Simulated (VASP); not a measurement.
Wanted: the native input for a VASP 6.6.1 run.

| Quantity | Value |
| --- | --- |
| Task | electric field gradients |
| Functional | PBEsol |
| Potentials or basis | VASP PAW PBE potentials, release 64 (Fe) |
| Cutoff | 520 eV |
| k mesh | 17 × 17 × 10 |
| Occupations | fermi-dirac, width 0.08 eV |
| Spin | no spin polarisation |
| Dipole correction | no |
| Further INCAR settings | ALGO = Normal; EDIFF = 1e-08; NBANDS = 15 |

The structure of Fe lies in POSCAR:

```
Fe
1.0
    2.4661896480      0.0000000000      0.0000000000
   -1.2330948240      2.1357828857      0.0000000000
    0.0000000000      0.0000000000      3.8924920371
Fe
2
Direct
    0.3333333333      0.6666666667      0.2500000000
    0.6666666667      0.3333333333      0.7500000000
```

This cell differs from its parent crystal: volume scaled by 1.04.

These files were run (other wordings do the same):

INCAR

```
PREC = Accurate ; ENCUT = 520
EDIFF = 1E-8 ; ISMEAR = -1
SIGMA = 0.08 ; LREAL = F
LASPH = T ; NELM = 60
ALGO = Normal ; ISIF = 2
LWAVE = F ; LCHARG = F
GGA = PS ; LEFG = T
NBANDS = 15
```

KPOINTS

```
Automatic mesh
0
Gamma
  17 17 10
```

Potentials or basis: VASP PAW PBE potentials, release 64 (Fe).

The run is started by

```console
$ cat potpaw_PBE.64/Fe/POTCAR > POTCAR
$ mpirun -np 1 vasp_std > vasp.out
```

It gave:

| Item | Value |
| --- | --- |
| Pressure | -12.9 GPa |
| Band gap on the k mesh | zero (band 8 reaches 7.50 eV, above the bottom of band 9 at 5.69 eV) |

Caveat: without QUAD_EFG the Cq values of the log hold for a quadrupole moment of 1 mb, not for the nuclei; the PAW data sets were made with another functional, which shifts forces and pressure a little; the run has no spin polarisation, though such a crystal can be magnetic.

It took 43 s on 1 thread of Intel(R) Xeon(R) Platinum 8124M CPU @ 3.00GHz (Skylake/Cascade Lake) (shared host), peak memory 0.17 GiB.
